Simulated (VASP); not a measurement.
A run of VASP 6.6.1:

The input INCAR:

```
SYSTEM = InSe
PREC = Accurate ; ENCUT = 520
EDIFF = 1E-6 ; ISMEAR = 0
SIGMA = 0.02 ; LREAL = .FALSE.
LASPH = .TRUE. ; NELM = 100
ALGO = Normal ; ISIF = 2
LWAVE = .FALSE. ; LCHARG = .TRUE.
GGA = PE ; IVDW = 12
LELF = .TRUE. ; LVHAR = .TRUE.
NBANDS = 48
```

The input KPOINTS:

```
Automatic mesh
0
G
  12 12 2
  0 0 0
```

File POSCAR:

```
InSe
1.0
    4.0605428577      0.0000000000      0.0000000000
   -2.0302714289      3.5165332680      0.0000000000
    0.0000000000      0.0000000000     17.0214404523
In Se
4 4
Direct
    0.3333333333      0.6666666667      0.1675954858
    0.6666666667      0.3333333333      0.6675954858
    0.3333333333      0.6666666667      0.3324045142
    0.6666666667      0.3333333333      0.8324045142
    0.3333333333      0.6666666667      0.5924915567
    0.6666666667      0.3333333333      0.0924915567
    0.3333333333      0.6666666667      0.9075084433
    0.6666666667      0.3333333333      0.4075084433
```

Potentials or basis: VASP PAW PBE potentials, release 64 (In_d, Se).

Command:

```bash
$ cat potpaw_PBE.64/In_d/POTCAR potpaw_PBE.64/Se/POTCAR > POTCAR
$ mpirun -np 1 vasp_std > vasp.out
```

Hardware: 1 thread of AMD EPYC 9R45 96-Core Processor (Zen 5), on a shared host.

Task: Estimate the wall time of this run.

Result: It took 4.3 min on 1 thread of AMD EPYC 9R45 96-Core Processor (Zen 5) (shared host), peak memory 0.51 GiB. Counts: scf iterations 15, k points 38.
